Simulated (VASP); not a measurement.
Set up this calculation in VASP 6.6.1, as the native input.

- Task: density of states
- Functional: PBE
- Potentials or basis: VASP PAW PBE potentials, release 64 (In_d, P)
- Cutoff: 520 eV
- k mesh: 10 × 10 × 10
- Occupations: gaussian, width 0.02 eV
- Spin: no spin polarisation
- Dipole correction: no
- k mesh for the DOS: 15 × 15 × 15
- Occupations for the DOS: tetrahedron
- Further INCAR settings: ALGO = Normal; EDIFF = 1e-06; NBANDS = 16

InP:

```
In P
1.0
     0.00000    2.98003    2.98003
     2.98003    0.00000    2.98003
     2.98003    2.98003    0.00000
In P
1 1
Direct
  0.00000 0.00000 0.00000
  0.25000 0.25000 0.25000
```

One way to write it, as run:

POSCAR

```
InP
1.0
    0.0000000000      2.9800342107      2.9800342107
    2.9800342107      0.0000000000      2.9800342107
    2.9800342107      2.9800342107      0.0000000000
In P
1 1
Direct
    0.0000000000      0.0000000000      0.0000000000
    0.2500000000      0.2500000000      0.2500000000
```

INCAR.step1

```
PREC = Accurate
ENCUT = 520
EDIFF = 1E-6
ISMEAR = 0
SIGMA = 0.02
LREAL = False
LASPH = True
NELM = 100
ALGO = Normal
ISIF = 2
LWAVE = False
LCHARG = True
GGA = PE
NBANDS = 16
```

KPOINTS.step1

```
regular mesh
0
Gamma
  10 10 10
```

INCAR.step2

```
PREC = Accurate
ENCUT = 520
EDIFF = 1E-6
ISMEAR = -5
SIGMA = 0.02
LREAL = False
LASPH = True
NELM = 100
ALGO = Normal
ISIF = 2
LWAVE = False
LCHARG = False
GGA = PE
LORBIT = 10
NBANDS = 16
NEDOS = 1001
ICHARG = 11
```

KPOINTS.step2

```
regular mesh
0
Gamma
  15 15 15
```

Potentials or basis: VASP PAW PBE potentials, release 64 (In_d, P).

The run is started by

```sh
$ cat potpaw_PBE.64/In_d/POTCAR potpaw_PBE.64/P/POTCAR > POTCAR
$ cp INCAR.step1 INCAR
$ cp KPOINTS.step1 KPOINTS
$ mpirun -np 1 vasp_std > vasp.out
$ cp INCAR.step2 INCAR
$ cp KPOINTS.step2 KPOINTS
$ mpirun -np 1 vasp_std > vasp.out
```

It gave:

The valence electrons inside the program's atomic spheres are In 11.44; P 2.50.

Caveat: spin-orbit coupling is left out, which moves the levels of the heavy elements.

Wall time 66 s on 1 thread of Intel Xeon 6975P-C, with other jobs on the host, peak memory 0.24 GiB.
